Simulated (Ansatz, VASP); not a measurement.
# ZnCu in VASP and in Ansatz

```
Zn Cu
1.0
     2.94500    0.00000    0.00000
     0.00000    2.85665    0.00000
     0.00000    0.00000    2.94500
Zn Cu
1 1
Direct
  0.50000 0.50000 0.50000
  0.00000 0.00000 0.00000
```

Change from the starting cell: strain -0.0300 x Voigt [0, 1, 0, 0, 0, 0], atoms carried along.

Alike in both runs: task single point; functional PBE; k mesh 16 × 16 × 16; occupations gaussian, width 0.15 eV; no spin polarisation.

|  | VASP | Ansatz |
| --- | --- | --- |
| version | VASP 6.6.1 | Ansatz 0.2.0 |
| potentials or method | VASP PAW PBE potentials, release 64 (Zn, Cu), cutoff 520 eV | scalar-relativistic, plane waves, PAW |
| valence electrons in the cell | 23 | 31 |

VASP gave:

| Item | Value |
| --- | --- |
| gap on the k mesh at the Fermi level (eV) | none |
| pressure (GPa) | 7.4 |
| traceless stress, the component that is largest in VASP (GPa) | 0.09 |

Task: Estimate Ansatz's values.

Result: gap on the k mesh at the Fermi level (eV): none; pressure (GPa): 6.5; traceless stress, the component that is largest in VASP (GPa): 0.09.

A gap of «none» marks a metal or a gap that the smearing closes. With one functional, cell and mesh, what is left measures potentials, basis and numerics. VASP's potentials hold 23 valence electrons a cell and Ansatz's 31, so a difference there can come from the potentials and not from the codes.
